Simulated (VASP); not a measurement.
Here is a VASP 6.6.1 calculation.

The input POSCAR:

```
YZn
1.0
    3.5600000000      0.0000000000      0.0000000000
    0.0000000000      3.5600000000      0.0000000000
    0.0000000000      0.0000000000      3.5600000000
Y Zn
1 1
Direct
    0.0000000000      0.0000000000      0.0000000000
    0.5000000000      0.5000000000      0.5000000000
```

Contents of INCAR.step1:

```
  ALGO = Normal
  EDIFF = 1E-4
  ENCUT = 600
  GGA = PE
  ISMEAR = 0
  LASPH = True
  LCHARG = False
  LREAL = False
  LWAVE = True
  NELM = 100
  PREC = Accurate
  SIGMA = 0.1
```

File INCAR.step2:

```
  ALGO = Normal
  EDIFF = 1E-7
  EDIFFG = -0.005
  ENCUT = 600
  IBRION = 2
  ISIF = 3
  ISMEAR = 0
  ISTART = 1
  LASPH = True
  LCHARG = False
  LMIXTAU = True
  LREAL = False
  LWAVE = False
  METAGGA = R2SCAN
  NELM = 100
  NSW = 100
  PREC = Accurate
  SIGMA = 0.1
```

Contents of KPOINTS:

```
k-points
0
Gamma
  12 12 12
```

Potentials or basis: VASP PAW PBE potentials, release 64 (Y_sv, Zn).

The run is started by

```console
$ cat potpaw_PBE.64/Y_sv/POTCAR potpaw_PBE.64/Zn/POTCAR > POTCAR
$ cp INCAR.step1 INCAR
$ mpirun -np 1 vasp_std > vasp.out
$ cp INCAR.step2 INCAR
$ mpirun -np 1 vasp_std > vasp.out
```

(1) What does it give for the relaxed volume?

(2) What does it give for the space group after relaxing (to 0.05 Å)?

(3) What does it give for the relaxed cell?

Results:

(1) 22.66 Å³/atom.

(2) Pm-3m (No. 221).

(3) a = 3.565 Å, b = 3.565 Å, c = 3.565 Å, α = 90.00°, β = 90.00°, γ = 90.00°.

Caveat: the PAW data sets were made with another functional, which shifts forces and pressure a little.
